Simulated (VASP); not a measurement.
A run of VASP 6.6.1 is set up as follows.

The input POSCAR:

```
CoO
1.0
   -1.4772158519      1.4772158519      2.0642304156
    1.4772158519     -1.4772158519      2.0642304156
    1.4772158519      1.4772158519     -2.0642304156
Co O
1 1
Direct
    0.0000000000      0.0000000000      0.0000000000
    0.5000000000      0.5000000000      0.0000000000
```

INCAR.step1

```
ALGO     = Normal         # electronic algorithm
EDIFF    = 1E-4           # SCF threshold, eV
ENCUT    = 520            # plane-wave cutoff, eV
GGA      = PE             # functional
ISMEAR   = -1             # smearing method
ISPIN    = 2              # spin polarisation
LASPH    = True           # aspherical terms in the spheres
LCHARG   = False          # write CHGCAR
LMAXMIX  = 4              # l up to which the mixer works
LREAL    = False          # projectors in reciprocal space
LWAVE    = True           # write WAVECAR
MAGMOM   = 2 0            # initial moments
NBANDS   = 18             # bands
NELM     = 150            # most SCF steps
PREC     = Accurate       # precision mode
SIGMA    = 0.05           # smearing width, eV
```

The input INCAR.step2:

```
ALGO     = Normal         # electronic algorithm
EDIFF    = 1E-7           # SCF threshold, eV
ENCUT    = 520            # plane-wave cutoff, eV
ISIF     = 2              # what is computed and relaxed
ISMEAR   = -1             # smearing method
ISPIN    = 2              # spin polarisation
ISTART   = 1            
LASPH    = True           # aspherical terms in the spheres
LCHARG   = True           # write CHGCAR
LELF     = True           # ELF
LMAXMIX  = 4              # l up to which the mixer works
LMIXTAU  = True         
LORBIT   = 11             # projections on sites
LREAL    = False          # projectors in reciprocal space
LVHAR    = True         
LWAVE    = False          # write WAVECAR
MAGMOM   = 2 0            # initial moments
METAGGA  = R2SCAN         # meta-GGA
NBANDS   = 18             # bands
NELM     = 150            # most SCF steps
PREC     = Accurate       # precision mode
SIGMA    = 0.05           # smearing width, eV
```

The input KPOINTS:

```
k-points
0
Gamma
  12 12 12
```

Potentials or basis: VASP PAW PBE potentials, release 64 (Co, O).

Launch:

```sh
$ cat potpaw_PBE.64/Co/POTCAR potpaw_PBE.64/O/POTCAR > POTCAR
$ cp INCAR.step1 INCAR
$ mpirun -np 1 vasp_std > vasp.out
$ cp INCAR.step2 INCAR
$ mpirun -np 1 vasp_std > vasp.out
```

Estimate the site moments.

Co +2.69; O +0.30 μB.

Predict the net moment.

3.00 μB per cell.

Estimate the pressure.

9.0 GPa.

Predict the band gap on the k mesh.

zero (filled and empty bands overlap).

Stress tensor (GPa, compression positive):
```
12.15  0.00  0.00
 0.00 12.15  0.00
 0.00  0.00  2.71
```

Caveat: the stress differs along the axes, from 3 to 12 GPa; the PAW data sets were made with another functional, which shifts forces and pressure a little; a cell with one magnetic atom can't hold antiferromagnetic order, which such compounds often take; semilocal functionals often make such compounds metallic where correlation or magnetic order opens a gap, which also shifts bond lengths. With open d or f shells a metallic result of r2SCAN can be an artefact of self-interaction; +U or a hybrid may open a gap.
